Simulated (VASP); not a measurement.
Wanted: the native input for a VASP 6.6.1 run.

- Task: single point
- Functional: PBE
- Potentials or basis: VASP PAW PBE potentials, release 64 (Br)
- Cutoff: 520 eV
- k mesh: 16 × 12 × 6
- Occupations: gaussian, width 0.1 eV
- Spin: no spin polarisation
- Dipole correction: no
- Further INCAR settings: ALGO = Normal; EDIFF = 1e-07; NBANDS = 14

The structure of Br lies in POSCAR:

```
Br
1.0
    2.6171676786      0.0000000000      0.0000000000
    0.0000000000      3.4022432824      0.0000000000
   -0.0887666292      0.0000000000      8.8766629238
Br
2
Direct
    0.0000000000      0.0000000000      0.0000000000
    0.5000000000      0.5000000000      0.5000000000
```

This cell differs from its parent crystal: shear of c along a, cell held: -1.0 %.

One way to write it, as run:

INCAR

```
SYSTEM = Br
ALGO = Normal
EDIFF = 1E-7
ENCUT = 520
GGA = PE
ISIF = 2
ISMEAR = 0
LASPH = .True.
LCHARG = .False.
LREAL = .False.
LWAVE = .False.
NBANDS = 14
NELM = 80
PREC = Accurate
SIGMA = 0.1
```

KPOINTS

```
k-points
0
Gamma
  16 12 6
  0 0 0
```

Potentials or basis: VASP PAW PBE potentials, release 64 (Br).

The run is started by

```console
$ cat potpaw_PBE.64/Br/POTCAR > POTCAR
$ mpirun -np 1 vasp_std > vasp.out
```

Results of the run:

| Item | Value |
| --- | --- |
| Pressure | -0.1 GPa |
| Band gap on the k mesh | zero (bands 7 and 8 overlap by 5.29 eV) |

Caveat: the cell differs from its parent crystal (shear of c along a, cell held: -1.0 %); this functional lacks dispersion, which binds layers or chains, so the pressure and a relaxed spacing across them are unreliable.

It took 2.8 min on 1 thread of Intel(R) Xeon(R) Platinum 8559C (Emerald Rapids) (shared host), peak memory 0.42 GiB.
